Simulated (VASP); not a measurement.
# CoSi2 (Fm-3m) in VASP: further runs

Runs on CoSi2. Level: PBEsol. Tasks: single point.

All numbers are computed with VASP 6.6.1; they aren't measurements. Logs are shortened: lines on timing, memory, paths and dates and some standing lists are left out, and cuts for length are marked.

**1. The cell of the first run**

Symmetry: Fm-3m, No. 225, cubic system. Conventional cell: a = 5.255 Å, b = 5.255 Å, c = 5.255 Å, α = 90.00°, β = 90.00°, γ = 90.00°. Within 3.0 Å of Co (site symmetry m-3m) lie 8 Si at 2.28 Å. Si (site symmetry -43m) has 4 Co at 2.28 Å and 6 Si at 2.63 Å within 3.0 Å.

**2. Single point, PBEsol, collinear spin, ferromagnetic start (12.10 Å³/atom)**

The input, INCAR:

```
PREC = Accurate
ENCUT = 520
EDIFF = 1E-6
ISMEAR = -1
SIGMA = 0.05
LREAL = False
LASPH = True
NELM = 150
ALGO = Normal
ISIF = 2
LWAVE = False
LCHARG = False
ISPIN = 2
MAGMOM = 2 0 0
LORBIT = 11
LMAXMIX = 4
GGA = PS
NBANDS = 20
```

The input, KPOINTS:

```
Automatic mesh
0
Gamma
  11 11 11
```

The input, POSCAR:

```
CoSi2
1.0
    0.0000000000      2.6277397366      2.6277397366
    2.6277397366      0.0000000000      2.6277397366
    2.6277397366      2.6277397366      0.0000000000
Co Si
1 2
Direct
    0.0000000000      0.0000000000      0.0000000000
    0.2500000000      0.2500000000      0.2500000000
    0.7500000000      0.7500000000      0.7500000000
```

Potentials or basis: VASP PAW PBE potentials, release 64 (Co, Si).

Launch:

```sh
$ cat potpaw_PBE.64/Co/POTCAR potpaw_PBE.64/Si/POTCAR > POTCAR
$ mpirun -np 1 vasp_std > vasp.out
```

OUTCAR:

```text
PREC = Accurate
   ENCUT = 520
   EDIFF = 1E-6
   ISMEAR = -1
   LREAL = False
   LASPH = True
   NELM = 150
   ISIF = 2
   ISPIN = 2
   LORBIT = 11
   GGA = PS

 ion  position               nearest neighbor table
   1  0.000  0.000  0.000-   3 2.28   3 2.28   3 2.28   2 2.28   2 2.28   2 2.28   3 2.28   2 2.28

   2  0.250  0.250  0.250-   1 2.28   1 2.28   1 2.28   1 2.28   3 2.63   3 2.63   3 2.63   3 2.63
                             3 2.63   3 2.63
   3  0.750  0.750  0.750-   1 2.28   1 2.28   1 2.28   1 2.28   2 2.63   2 2.63   2 2.63   2 2.63
                             2 2.63   2 2.63

  LATTYP: Found a face centered cubic cell.
 ALAT       =     5.2554794732

  Lattice vectors:

 A1 = (   0.0000000000,   2.6277397366,   2.6277397366)
 A2 = (   2.6277397366,   0.0000000000,   2.6277397366)
 A3 = (   2.6277397366,   2.6277397366,   0.0000000000)

Analysis of symmetry for initial positions (statically):
=====================================================================
 Subroutine PRICEL returns:
 Original cell was already a primitive cell.

 Routine SETGRP: Setting up the symmetry group for a
 face centered cubic supercell.

 Subroutine GETGRP returns: Found 48 space group operations
 (whereof 48 operations were pure point group operations)
 out of a pool of 48 trial point group operations.

The static configuration has the point symmetry O_h .

Analysis of symmetry for dynamics (positions and initial velocities):
=====================================================================
 Subroutine PRICEL returns:
 Original cell was already a primitive cell.

 Routine SETGRP: Setting up the symmetry group for a
 face centered cubic supercell.

 Subroutine GETGRP returns: Found 48 space group operations
 (whereof 48 operations were pure point group operations)
 out of a pool of 48 trial point group operations.

The dynamic configuration has the point symmetry O_h .

Analysis of structural, dynamic, and magnetic symmetry:
=====================================================================
 Subroutine PRICEL returns:
 Original cell was already a primitive cell.

 Routine SETGRP: Setting up the symmetry group for a
 face centered cubic supercell.

 Subroutine GETGRP returns: Found 48 space group operations
 (whereof 48 operations were pure point group operations)
 out of a pool of 48 trial point group operations.

The overall configuration has the point symmetry O_h .

 Subroutine INISYM returns: Found 48 space group operations
 (whereof 48 operations are pure point group operations),
[... 117 lines left out ...]
     AMIX     =   0.40;   BMIX     =  1.00
     AMIX_MAG =   1.60;   BMIX_MAG =  1.00
  volume/ion in A,a.u.               =      12.10        81.63
  Fermi-wavevector in a.u.,A,eV,Ry     =   1.271449  2.402689 21.994925  1.616581
  Thomas-Fermi vector in A             =   2.404381
   LORBIT       =     11    0 simple, 1 ext, 2 COOP (PROOUT), +10 PAW based schemes
   GGA     = PS    functional components
   LHFCALC =     F    Hartree Fock is set to
   AEXX    =    0.0000 exact exchange contribution
   IVDW    =     0    specifies the selected vdW correction
   LEPSILON=     F    determine dielectric tensor
   LRPA    =     F    only Hartree local field effects (RPA)
 spin polarized calculation
  energy-cutoff  :      520.00
  volume of cell :       36.29
 maximum number of plane-waves:       986
   NGX = 13   NGY = 13   NGZ = 13

 number of electron      17.0000007 magnetization      -0.0004926

 number of electron      17.0000007 magnetization       0.0001579

 Free energy of the ion-electron system (eV)
  ---------------------------------------------------
  ext. energy  EPLUGINS =         0.00000000
  ---------------------------------------------------
  free energy    TOTEN  =       -20.96258067 eV

  energy without entropy =      -20.95549491  energy(sigma->0) =      -20.95903779

 E-fermi :  10.7802     XC(G=0): -12.1179

 val. band max:       10.7640204175   @ k =  -0.2727   0.2727   0.0000
 cond. band min:      10.8126739360   @ k =   0.3636   0.1818   0.0000
 fundamental gap:      0.0486535186
 Fermi energy:        10.7802047825

 spin component 1

 k-point     1 :       0.0000    0.0000    0.0000
  band No.  band energies     occupation
      1      -2.7865      1.00000
      2       6.4369      1.00000
      3       6.4369      1.00000
      4       6.4369      1.00000
      5       8.6783      1.00000
      6       8.6783      1.00000
[... 541 lines left out ...]
     19      25.4097      0.00000
     20      27.2367      0.00000

 [... further k-points ...]

 spin component 2

 k-point     1 :       0.0000    0.0000    0.0000
  band No.  band energies     occupation
      1      -2.7865      1.00000
      2       6.4369      1.00000
      3       6.4369      1.00000
      4       6.4369      1.00000
      5       8.6782      1.00000
      6       8.6783      1.00000
[... 541 lines left out ...]
     19      25.4098      0.00000
     20      27.2367      0.00000

 [... further k-points ...]
[... 5 lines left out ...]
  --------------------------------------------------------------------------------------
  -------------------------------------------------------------------------------------
  Total        1.5465851      1.5465851      1.5465851      0.0000000      0.0000000     -0.0000000
  in kB       68.2821781     68.2821781     68.2821781      0.0000000      0.0000000     -0.0000000
  external PRESSURE =      68.2821781 kB  Pullay stress =       0.0000000 kB

 VOLUME and BASIS-vectors are now :
 -----------------------------------------------------------------------------
  energy-cutoff  :      520.00
  volume of cell :       36.29
      direct lattice vectors                 reciprocal lattice vectors
     0.000000000  2.627739737  2.627739737    -0.190277596  0.190277596  0.190277596
     2.627739737  0.000000000  2.627739737     0.190277596 -0.190277596  0.190277596
     2.627739737  2.627739737  0.000000000     0.190277596  0.190277596 -0.190277596

 POSITION                                       TOTAL-FORCE (eV/Angst)
 -----------------------------------------------------------------------------------
      0.00000      0.00000      0.00000         0.000000      0.000000     -0.000000
      1.31387      1.31387      1.31387         0.000000     -0.000000      0.000000
      3.94161      3.94161      3.94161        -0.000000      0.000000     -0.000000
 -----------------------------------------------------------------------------------
    total drift:                               -0.000000     -0.000000      0.000000

  FREE ENERGIE OF THE ION-ELECTRON SYSTEM (eV)
  ---------------------------------------------------
  free  energy   TOTEN  =       -20.9625806671 eV

  energy  without entropy=      -20.9554949107  energy(sigma->0) =      -20.95903779

 total charge

# of ion       s       p       d       tot
------------------------------------------
    1        0.573   0.792   7.664   9.029
    2        0.716   0.910   0.000   1.626
    3        0.716   0.910   0.000   1.626
--------------------------------------------------
tot          2.006   2.612   7.664  12.281

 magnetization (x)

# of ion       s       p       d       tot
------------------------------------------
    1       -0.000  -0.000  -0.000  -0.000
    2        0.000   0.000   0.000   0.000
    3        0.000   0.000   0.000   0.000
--------------------------------------------------
tot         -0.000   0.000  -0.000  -0.000
```

OSZICAR:

```text
N       E                     dE             d eps       ncg     rms          rms(c)
DAV:   1     0.690143661107E+02    0.69014E+02   -0.65780E+03  4504   0.820E+02
DAV:   2    -0.174058054510E+02   -0.86420E+02   -0.75438E+02  4800   0.190E+02
DAV:   3    -0.221384038449E+02   -0.47326E+01   -0.45549E+01  5324   0.467E+01
DAV:   4    -0.222169965004E+02   -0.78593E-01   -0.78421E-01  5236   0.546E+00
DAV:   5    -0.222191652696E+02   -0.21688E-02   -0.21684E-02  5492   0.957E-01    0.177E+01
DAV:   6    -0.263143685895E+02   -0.40952E+01   -0.17962E+01  5048   0.870E+01    0.179E+01
DAV:   7    -0.210284247946E+02    0.52859E+01   -0.89402E+00  5404   0.680E+01    0.377E+00
DAV:   8    -0.209947054117E+02    0.33719E-01   -0.48698E-01  5196   0.373E+00    0.202E+00
DAV:   9    -0.209632210684E+02    0.31484E-01   -0.48376E-02  5796   0.346E+00    0.816E-01
DAV:  10    -0.209627618722E+02    0.45920E-03   -0.29212E-03  6068   0.419E-01    0.317E-01
DAV:  11    -0.209625342758E+02    0.22760E-03   -0.47474E-04  5740   0.315E-01    0.128E-01
DAV:  12    -0.209625810318E+02   -0.46756E-04   -0.12618E-04  5232   0.125E-01    0.381E-02
DAV:  13    -0.209625808248E+02    0.20693E-06   -0.14860E-05  5344   0.428E-02    0.106E-02
DAV:  14    -0.209625806671E+02    0.15777E-06   -0.66641E-07  3760   0.861E-03
   1 F= -.20962581E+02 E0= -.20959038E+02  d E =-.708576E-02  mag=    -0.0002
```

Wall time 89 s (1 thread of Intel Xeon Platinum 8259CL at 2.50GHz (Skylake/Cascade Lake), shared host); peak memory 0.21 GiB.

Results:

| Property | Result |
| --- | --- |
| Free energy | -20.9626 eV |
| Pressure | 6.8 GPa |
| Net moment | 0.00 μB per cell |
| Valence electrons inside the program's atomic spheres | Co 9.03; Si 1.63 |

Caveat: the cell stands under pressure; the moments typed at the start vanished in this run; the PAW data sets were made with another functional, which shifts forces and pressure a little.

**3. Single point, PBEsol, collinear spin, ferromagnetic start (12.61 Å³/atom)**

This run uses another cell than the first one, of 12.61 Å³/atom.

The input, INCAR:

```
SYSTEM = CoSi2
PREC = Accurate ; ENCUT = 520
EDIFF = 1E-7 ; ISMEAR = -1
SIGMA = 0.05 ; LREAL = .False.
LASPH = .True. ; NELM = 150
ALGO = Normal ; ISIF = 2
LWAVE = .False. ; LCHARG = .True.
ISPIN = 2 ; MAGMOM = 2 0 0
LORBIT = 11 ; LMAXMIX = 4
GGA = PS ; LELF = .True.
LVHAR = .True. ; NBANDS = 20
```

The input, KPOINTS:

```
Automatic mesh
0
Gamma
  11 11 11
  0 0 0
```

The input, POSCAR:

```
CoSi2
1.0
    0.0000000000      2.6644961018      2.6644961018
    2.6644961018      0.0000000000      2.6644961018
    2.6644961018      2.6644961018      0.0000000000
Co Si
1 2
Direct
    0.0000000000      0.0000000000      0.0000000000
    0.2500000000      0.2500000000      0.2500000000
    0.7500000000      0.7500000000      0.7500000000
```

Potentials or basis: VASP PAW PBE potentials, release 64 (Co, Si).

Launch:

```sh
$ cat potpaw_PBE.64/Co/POTCAR potpaw_PBE.64/Si/POTCAR > POTCAR
$ mpirun -np 1 vasp_std > vasp.out
```

Run time: 90 s. Hardware: 1 thread of Intel Xeon Platinum 8259CL at 2.50GHz (Skylake/Cascade Lake), shared host; peak memory 0.21 GiB.

Results (log left out):

* Free energy: -20.9858 eV
* Pressure: -1.7 GPa
* Net moment: 0.00 μB per cell
* Valence electrons inside the program's atomic spheres: Co 8.91; Si 1.60

Levels at points of the mesh, in eV from the Fermi level:
Spin up:
```
           k point  band 6  band 7  band 8  band 9  band 10  band 11  band 12  band 13
(0.00, 0.00, 0.00)   -1.95    0.94    3.43    3.43     3.43     3.49     3.49     3.49
```
Spin down:
```tsv
k point	band 5	band 6	band 7	band 8	band 9	band 10	band 11	band 12	band 13	band 14
(0.00, 0.00, 0.00)	-1.95	-1.95	0.94	3.43	3.43	3.43	3.49	3.49	3.49	5.72
```

Caveat: the moments typed at the start vanished in this run; the PAW data sets were made with another functional, which shifts forces and pressure a little.

**4. Single point, PBEsol, collinear spin, ferromagnetic start**

This run uses another cell than the first one, of 12.87 Å³/atom.

The input, INCAR:

```
SYSTEM = CoSi2
PREC = Accurate
ENCUT = 520
EDIFF = 1E-7
ISMEAR = -1
SIGMA = 0.05
LREAL = .False.
LASPH = .True.
NELM = 150
ALGO = Normal
ISIF = 2
LWAVE = .False.
LCHARG = .False.
ISPIN = 2
MAGMOM = 2 0 0
LORBIT = 11
LMAXMIX = 4
GGA = PS
NBANDS = 20
```

The input, KPOINTS:

```
regular mesh
0
Gamma
  11 11 11
  0 0 0
```

The input, POSCAR:

```
CoSi2
1.0
    0.0000000000      2.6825000000      2.6825000000
    2.6825000000      0.0000000000      2.6825000000
    2.6825000000      2.6825000000      0.0000000000
Co Si
1 2
Direct
    0.0000000000      0.0000000000      0.0000000000
    0.2500000000      0.2500000000      0.2500000000
    0.7500000000      0.7500000000      0.7500000000
```

Launch:

```sh
$ cat potpaw_PBE.64/Co/POTCAR potpaw_PBE.64/Si/POTCAR > POTCAR
$ mpirun -np 1 vasp_std > vasp.out
```

It took 80 s on 1 thread of Intel Xeon Platinum 8259CL at 2.50GHz (Skylake/Cascade Lake), shared host; peak memory 0.21 GiB.

It converged, with:

```yaml
Free_energy: -20.9687 eV
Pressure: -5.3 GPa
Net_moment: 0.00 μB per cell
Valence_electrons_inside_the_program's_atomic_spheres: Co 8.85; Si 1.58
```

Levels at points of the mesh, in eV from the Fermi level:
Spin up:
```csv
k point,band 5,band 6,band 7,band 8,band 9,band 10,band 11,band 12,band 13,band 14
"(0.00, 0.00, 0.00)",-1.89,-1.89,0.74,3.41,3.41,3.41,3.43,3.43,3.43,5.64
```
Spin down:
| k point | band 6 | band 7 | band 8 | band 9 | band 10 | band 11 | band 12 | band 13 |
| --- | --- | --- | --- | --- | --- | --- | --- | --- |
| (0.00, 0.00, 0.00) | -1.89 | 0.74 | 3.41 | 3.41 | 3.41 | 3.43 | 3.43 | 3.43 |

Caveat: the cell stands under tension; the moments typed at the start vanished in this run; the PAW data sets were made with another functional, which shifts forces and pressure a little.

**5. Single point, PBEsol, collinear spin, ferromagnetic start (13.00 Å³/atom)**

This run uses another cell than the first one, of 13.00 Å³/atom.

The input, INCAR:

```
PREC = Accurate
ENCUT = 520
EDIFF = 1E-6
ISMEAR = -1
SIGMA = 0.05
LREAL = F
LASPH = T
NELM = 150
ALGO = Normal
ISIF = 2
LWAVE = F
LCHARG = T
ISPIN = 2
MAGMOM = 2 0 0
LORBIT = 11
LMAXMIX = 4
GGA = PS
LELF = T
LVHAR = T
NBANDS = 20
```

The input, KPOINTS:

```
regular mesh
0
Gamma
  11 11 11
```

The input, POSCAR:

```
CoSi2
1.0
    0.0000000000      2.6914120256      2.6914120256
    2.6914120256      0.0000000000      2.6914120256
    2.6914120256      2.6914120256      0.0000000000
Co Si
1 2
Direct
    0.0000000000      0.0000000000      0.0000000000
    0.2500000000      0.2500000000      0.2500000000
    0.7500000000      0.7500000000      0.7500000000
```

Launch:

```sh
$ cat potpaw_PBE.64/Co/POTCAR potpaw_PBE.64/Si/POTCAR > POTCAR
$ mpirun -np 1 vasp_std > vasp.out
```

It took 76 s on 1 thread of Intel Xeon Platinum 8259CL at 2.50GHz (Skylake/Cascade Lake), shared host; peak memory 0.21 GiB.

Results (log left out):

```
Free energy                                           : -20.9538 eV
Pressure                                              : -6.9 GPa
Net moment                                            : 0.00 μB per cell
Valence electrons inside the program's atomic spheres : Co 8.82; Si 1.58
```

Levels at points of the mesh, in eV from the Fermi level:
Spin up:
| k point | band 5 | band 6 | band 7 | band 8 | band 9 | band 10 | band 11 | band 12 | band 13 | band 14 |
| --- | --- | --- | --- | --- | --- | --- | --- | --- | --- | --- |
| (0.00, 0.00, 0.00) | -1.85 | -1.85 | 0.65 | 3.37 | 3.37 | 3.37 | 3.42 | 3.42 | 3.42 | 5.60 |
Spin down:
```csv
k point,band 7,band 8,band 9,band 10,band 11,band 12
"(0.00, 0.00, 0.00)",0.65,3.37,3.37,3.37,3.42,3.42
```

Caveat: the cell stands under tension; the moments typed at the start vanished in this run; the PAW data sets were made with another functional, which shifts forces and pressure a little.
